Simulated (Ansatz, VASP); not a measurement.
**One calculation of InGaO2, two programs**

Contents of INCAR:

```
SYSTEM = InGaO2
ALGO     = Normal         ! electronic algorithm
EDIFF    = 1E-6           ! SCF threshold, eV
ENCUT    = 600            ! plane-wave cutoff, eV
GGA      = PE             ! functional
GGA_COMPAT= .False.      
ISIF     = 2              ! what is computed and relaxed
ISMEAR   = 0              ! smearing method
ISPIN    = 2              ! spin polarisation
LASPH    = .True.         ! aspherical terms in the spheres
LCHARG   = .False.        ! write CHGCAR
LORBIT   = 11             ! projections on sites
LREAL    = .False.        ! projectors in reciprocal space
LWAVE    = .False.        ! write WAVECAR
MAGMOM   = 0 0 1 1        ! initial moments
NBANDS   = 31             ! bands
NELM     = 200            ! most SCF steps
PREC     = Accurate       ! precision mode
SIGMA    = 0.1            ! smearing width, eV
```

The input KPOINTS:

```
k-points
0
Gamma
  6 4 4
  0 0 0
```

POSCAR

```
InGaO2
1.0
    2.8506153555      0.0000000000      0.0000000000
    0.0000000000      3.7434186905      0.0000000000
    0.0000000000      0.0000000000      6.1074861506
In Ga O
1 1 2
Direct
    0.5000000000      0.5000000000      0.5000000000
    0.0000000000      0.0000000000      0.0000000000
    0.5000000000      0.0000000000      0.2093751198
    0.5000000000      0.0000000000      0.7906248802
```

Input for Ansatz:

```yaml
crystal:
  lattice:
    - [2.8506153555, 0.0, 0.0]
    - [0.0, 3.7434186905, 0.0]
    - [0.0, 0.0, 6.1074861506]
  atoms:
    - { symbol: In, position: [0.5, 0.5, 0.5] }
    - { symbol: Ga, position: [0.0, 0.0, 0.0] }
    - { symbol: O, position: [0.5, 0.0, 0.2093751198], spin: 1.0 }
    - { symbol: O, position: [0.5, 0.0, 0.7906248802], spin: 1.0 }
basis:
  ecutwfc: 420
kpoints:
  mp_grid: { grid: [6, 4, 4] }
hamiltonian:
  xc: pbe
scf:
  occupations: { method: gaussian, width: 0.1 }
  lower_state_search: "off"
output:
  forces: true
  stress: true
  eigenvalues: true
  populations: true
magnetization:
  spin_polarized: true
```

Change from the starting cell: species swapped into the AgPdO2 type (Pmmm, No. 47).

Alike in both runs: task single point; functional PBE; k mesh 6 × 4 × 4; occupations gaussian, width 0.1 eV; collinear spin.

|  | VASP | Ansatz |
| --- | --- | --- |
| version | VASP 6.6.1 | Ansatz 0.2.0 |
| potentials or method | VASP PAW PBE potentials, release 64 (In_d, Ga_d, O), cutoff 600 eV | scalar-relativistic, plane waves, PAW |
| valence electrons in the cell | 38 | 38 |

Ansatz gave:

| Quantity | Value |
| --- | --- |
| gap on the k mesh at the Fermi level (eV) | none |
| pressure (GPa) | 0.0 |
| traceless stress, the component that is largest in VASP (GPa) | 0.19 |
| rms of the force components (eV/Å) | 0.007 |
| net moment per atom (μB) | 0.00 |

Task: Estimate VASP's values.

Result: gap on the k mesh at the Fermi level (eV): none; pressure (GPa): 0.1; traceless stress, the component that is largest in VASP (GPa): 0.47; rms of the force components (eV/Å): 0.020; net moment per atom (μB): 0.00.

Atom by atom the forces differ by 0.027 eV/Å (rms over components). A gap of «none» marks a metal or a gap that the smearing closes. Ansatz's warnings: seeded moment not kept.

The k mesh is coarse, so the values compare programs but aren't converged.
